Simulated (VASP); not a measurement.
# Ge (P6_3/mmc) in VASP: single point with r2SCAN

Aim: the single point of Ge with r2SCAN.

Everything below comes from runs of VASP 6.6.1. Logs are shortened: lines on timing, memory, paths and dates and some standing lists are left out, and cuts for length are marked.

### Step 1. The cell of the first run

It takes space group P6_3/mmc (No. 194, hexagonal). Conventional cell: a = 4.005 Å, b = 4.005 Å, c = 13.134 Å, α = 90.00°, β = 90.00°, γ = 120.00°. Ge (site symmetry 3m) has 4 Ge at 2.45 Å within 3.2 Å. Within 3.2 Å of Ge (site symmetry 3m) lie 4 Ge at 2.45 to 2.47 Å.

This isn't the form of Ge at room conditions, which is diamond.

### Step 2. Single point, r2SCAN

POSCAR reads:

```
Ge
1.0
    4.0045997429      0.0000000000      0.0000000000
   -2.0022998715      3.4680851094      0.0000000000
    0.0000000000      0.0000000000     13.1336304066
Ge
8
Direct
    0.0000000000      0.0000000000      0.0004863076
    0.3333333333      0.6666666667      0.2495876104
    0.0000000000      0.0000000000      0.5004863076
    0.6666666667      0.3333333333      0.7495876104
    0.0000000000      0.0000000000      0.1870136924
    0.3333333333      0.6666666667      0.4379123896
    0.0000000000      0.0000000000      0.6870136924
    0.6666666667      0.3333333333      0.9379123896
```

INCAR.step1 reads:

```
SYSTEM = Ge
PREC = Accurate
ENCUT = 520
ISMEAR = -1
SIGMA = 0.02
LREAL = .False.
LASPH = .True.
NELM = 60
NBANDS = 66
GGA = PE
ALGO = Normal
EDIFF = 1E-4
LWAVE = .True.
LCHARG = .False.
```

INCAR.step2 reads:

```
SYSTEM = Ge
PREC = Accurate
ENCUT = 520
EDIFF = 1E-6
ISMEAR = -1
SIGMA = 0.02
LREAL = .False.
LASPH = .True.
NELM = 60
ALGO = Normal
ISIF = 2
LWAVE = .False.
LCHARG = .False.
METAGGA = R2SCAN
LMIXTAU = .True.
NBANDS = 66
ISTART = 1
```

KPOINTS reads:

```
regular mesh
0
Gamma
  12 12 2
  0 0 0
```

Potentials or basis: VASP PAW PBE potentials, release 64 (Ge_d).

The run is started by

```sh
$ cat potpaw_PBE.64/Ge_d/POTCAR > POTCAR
$ cp INCAR.step1 INCAR
$ mpirun -np 1 vasp_std > vasp.out
$ cp INCAR.step2 INCAR
$ mpirun -np 1 vasp_std > vasp.out
```

OUTCAR:

```text
SYSTEM = Ge
   PREC = Accurate
   ENCUT = 520
   EDIFF = 1E-6
   ISMEAR = -1
   LREAL = .False.
   LASPH = .True.
   NELM = 60
   ISIF = 2
   METAGGA = R2SCAN
   ISTART = 1

 ion  position               nearest neighbor table
   1  0.000  0.000  0.000-   5 2.45   8 2.45   8 2.45   8 2.45
   2  0.333  0.667  0.250-   5 2.45   5 2.45   5 2.45   6 2.47
   3  0.000  0.000  0.500-   7 2.45   6 2.45   6 2.45   6 2.45
   4  0.667  0.333  0.750-   7 2.45   7 2.45   7 2.45   8 2.47
   5  0.000  0.000  0.187-   1 2.45   2 2.45   2 2.45   2 2.45
   6  0.333  0.667  0.438-   3 2.45   3 2.45   3 2.45   2 2.47
   7  0.000  0.000  0.687-   3 2.45   4 2.45   4 2.45   4 2.45
   8  0.667  0.333  0.938-   1 2.45   1 2.45   1 2.45   4 2.47

  LATTYP: Found a hexagonal cell.
 ALAT       =     4.0045997429
 C/A-ratio  =     3.2796362308

  Lattice vectors:

 A1 = (   4.0045997429,   0.0000000000,   0.0000000000)
 A2 = (  -2.0022998715,   3.4680851094,   0.0000000000)
 A3 = (   0.0000000000,   0.0000000000,  13.1336304066)

Analysis of symmetry for initial positions (statically):
=====================================================================
 Subroutine PRICEL returns:
 Original cell was already a primitive cell.

 Routine SETGRP: Setting up the symmetry group for a
 hexagonal supercell.

 Subroutine GETGRP returns: Found 24 space group operations
 (whereof  6 operations were pure point group operations)
 out of a pool of 24 trial point group operations.

The static configuration has the point symmetry C_3v.
 The point group associated with its full space group is D_6h.

Analysis of symmetry for dynamics (positions and initial velocities):
=====================================================================
 Subroutine PRICEL returns:
 Original cell was already a primitive cell.

 Routine SETGRP: Setting up the symmetry group for a
 hexagonal supercell.

 Subroutine GETGRP returns: Found 24 space group operations
 (whereof  6 operations were pure point group operations)
 out of a pool of 24 trial point group operations.

The dynamic configuration has the point symmetry C_3v.
 The point group associated with its full space group is D_6h.

 Subroutine INISYM returns: Found 24 space group operations
 (whereof  6 operations are pure point group operations),
[... 108 lines left out ...]
   EDIFF  = 0.1E-05   stopping-criterion for ELM
   LREAL  =      F    real-space projection
   EDIFFG = 0.1E-04   stopping-criterion for IOM
   NSW    =      0    number of steps for IOM
   IBRION =     -1    ionic relax: 0-MD 1-quasi-New 2-CG
   NFREE  =      0    steps in history (QN), initial steepest desc. (CG)
   ISIF   =      2    stress and relaxation
   ISYM   =      2    0-nonsym 1-usesym 2-fastsym
   POTIM  = 0.5000    time-step for ionic-motion
   TEBEG  =    0.0;   TEEND  =   0.0 temperature during run
   PSTRESS=    0.0 pullay stress
   NELECT =     112.0000    total number of electrons
   NUPDOWN=      -1.0000    fix difference up-down
   EMIN   =  10.00;   EMAX   =-10.00  energy-range for DOS
   EFERMI =   0.00;   METHOD = LEGACY
   ISMEAR =    -1;   SIGMA  =   0.02  broadening in eV -4-tet -1-fermi 0-gaus
   EFERMI_NEDOS =   21; number of points for ismear=-14 and -15
   IALGO  =     38    algorithm
   IMIX   =      4    mixing-type and parameters
     AMIX     =   0.40;   BMIX     =  1.00
     AMIX_MAG =   1.60;   BMIX_MAG =  1.00
  volume/ion in A,a.u.               =      22.80       153.87
  Fermi-wavevector in a.u.,A,eV,Ry     =   1.391456  2.629471 26.342935  1.936151
  Thomas-Fermi vector in A             =   2.515294
   LORBIT       =      0    0 simple, 1 ext, 2 COOP (PROOUT), +10 PAW based schemes
   METAGGA = R2SCAN    functional components
   LHFCALC =     F    Hartree Fock is set to
   AEXX    =    0.0000 exact exchange contribution
   IVDW    =     0    specifies the selected vdW correction
   LEPSILON=     F    determine dielectric tensor
   LRPA    =     F    only Hartree local field effects (RPA)
 non-spin polarized calculation
  energy-cutoff  :      520.00
  volume of cell :      182.40
 maximum number of plane-waves:      4963
 NGX is ok and might be reduce to    30
   NGX = 15   NGY = 15   NGZ = 49

 number of electron     112.0000044 magnetization

 Free energy of the ion-electron system (eV)
  ---------------------------------------------------
  ext. energy  EPLUGINS =         0.00000000
  ---------------------------------------------------
  free energy    TOTEN  =      -110.91456463 eV

  energy without entropy =     -110.91455776  energy(sigma->0) =     -110.91456120

 E-fermi :   4.9365     XC(G=0): -10.7805

 val. band max:        4.8094854049   @ k =   0.0000   0.0000   0.0000
 cond. band min:       5.0500065985   @ k =   0.0000   0.0000   0.0000
 fundamental gap:      0.2405211937
 Fermi energy:         4.9364520531

 k-point     1 :       0.0000    0.0000    0.0000
  band No.  band energies     occupation
      1     -20.7873      2.00000
      2     -20.7873      2.00000
      3     -20.7781      2.00000
      4     -20.7781      2.00000
      5     -20.7732      2.00000
      6     -20.7732      2.00000
[... 1645 lines left out ...]
     65       9.3826      0.00000
     66       9.3826      0.00000

 [... further k-points ...]

------------------------ aborting loop because EDIFF is reached ----------------------------------------

  FORCE on cell =-STRESS in cart. coord.  units (eV):
  Direction    XX          YY          ZZ          XY          YZ          ZX
  --------------------------------------------------------------------------------------
  -------------------------------------------------------------------------------------
  Total        0.0837568      0.0837568      0.2739093     -0.0000000      0.0000000      0.0000000
  in kB        0.7356939      0.7356939      2.4059336     -0.0000000      0.0000000      0.0000000
  external PRESSURE =       1.2924405 kB  Pullay stress =       0.0000000 kB

 VOLUME and BASIS-vectors are now :
 -----------------------------------------------------------------------------
  energy-cutoff  :      520.00
  volume of cell :      182.40
      direct lattice vectors                 reciprocal lattice vectors
     4.004599743  0.000000000  0.000000000     0.249712846  0.144171779  0.000000000
    -2.002299871  3.468085109  0.000000000     0.000000000  0.288343558  0.000000000
     0.000000000  0.000000000 13.133630407     0.000000000  0.000000000  0.076140410

 POSITION                                       TOTAL-FORCE (eV/Angst)
 -----------------------------------------------------------------------------------
      0.00000      0.00000      0.00639        -0.000000      0.000000      0.023789
     -0.00000      2.31206      3.27799        -0.000000      0.000000      0.013244
      0.00000      0.00000      6.57320         0.000000     -0.000000      0.023789
      2.00230      1.15603      9.84481         0.000000     -0.000000      0.013244
      0.00000      0.00000      2.45617         0.000000      0.000000     -0.023789
     -0.00000      2.31206      5.75138        -0.000000      0.000000     -0.013244
      0.00000      0.00000      9.02298        -0.000000      0.000000     -0.023789
      2.00230      1.15603     12.31819         0.000000     -0.000000     -0.013244
 -----------------------------------------------------------------------------------
    total drift:                               -0.000001     -0.000002     -0.000852

  FREE ENERGIE OF THE ION-ELECTRON SYSTEM (eV)
  ---------------------------------------------------
  free  energy   TOTEN  =      -110.9145646291 eV

  energy  without entropy=     -110.9145577650  energy(sigma->0) =     -110.91456120
```

OSZICAR.step1:

```text
N       E                     dE             d eps       ncg     rms          rms(c)
DAV:   1     0.140116959418E+04    0.14012E+04   -0.51296E+04  5802   0.470E+03
DAV:   2     0.245855871208E+03   -0.11553E+04   -0.11219E+04  5016   0.114E+03
DAV:   3    -0.977356175189E+01   -0.25563E+03   -0.24487E+03  5194   0.270E+02
DAV:   4    -0.353476197031E+02   -0.25574E+02   -0.24795E+02  5800   0.910E+01
DAV:   5    -0.363195765737E+02   -0.97196E+00   -0.96392E+00  5622   0.193E+01    0.646E+00
DAV:   6    -0.361146872663E+02    0.20489E+00   -0.35965E-01  6590   0.352E+00    0.374E+00
DAV:   7    -0.359927937732E+02    0.12189E+00   -0.19875E-01  5552   0.467E+00    0.307E-01
DAV:   8    -0.359997191631E+02   -0.69254E-02   -0.33898E-02  5934   0.482E+00    0.181E-01
DAV:   9    -0.360022891504E+02   -0.25700E-02   -0.68595E-03  7728   0.138E+00    0.757E-02
DAV:  10    -0.360028405360E+02   -0.55139E-03   -0.16946E-03  5430   0.297E-01    0.245E-02
DAV:  11    -0.360028590991E+02   -0.18563E-04   -0.12127E-04  3446   0.826E-02
   1 F= -.36002859E+02 E0= -.36002691E+02  d E =-.336857E-03
```

It took 29 min on 1 thread of Oxide Virtual Turin-like, shared host; peak memory 0.48 GiB.

Results:

```yaml
Free_energy: -110.9146 eV
Pressure: 0.1 GPa
Largest_force: 0.024 eV/Å
Band_gap_on_the_k_mesh: 0.24 eV
```

Forces on the atoms (eV/Å):
```
Ge   0.000  0.000  0.024
Ge   0.000  0.000  0.013
Ge   0.000  0.000  0.024
Ge   0.000  0.000  0.013
Ge   0.000  0.000 -0.024
Ge   0.000  0.000 -0.013
Ge   0.000  0.000 -0.024
Ge   0.000  0.000 -0.013
```

Levels at points of the mesh, in eV from the valence-band top:
| k point | band 53 | band 54 | band 55 | band 56 | band 57 | band 58 | band 59 | band 60 |
| --- | --- | --- | --- | --- | --- | --- | --- | --- |
| (0.00, 0.00, 0.00) | -0.93 | -0.13 | 0.00 | 0.00 | 0.24 | 0.32 | 0.72 | 1.05 |
| (0.50, 0.00, 0.00) | -2.56 | -2.55 | -1.94 | -1.55 | 0.45 | 0.57 | 0.79 | 1.64 |
| (0.00, 0.00, 0.50) | -0.36 | -0.36 | -0.36 | -0.36 | 0.39 | 0.39 | 1.39 | 1.39 |
| (0.50, 0.00, 0.50) | -2.70 | -2.70 | -1.91 | -1.91 | 0.85 | 0.85 | 1.53 | 1.53 |

Caveat: the PAW data sets were made with another functional, which shifts forces and pressure a little. A k mesh can miss the band edges.
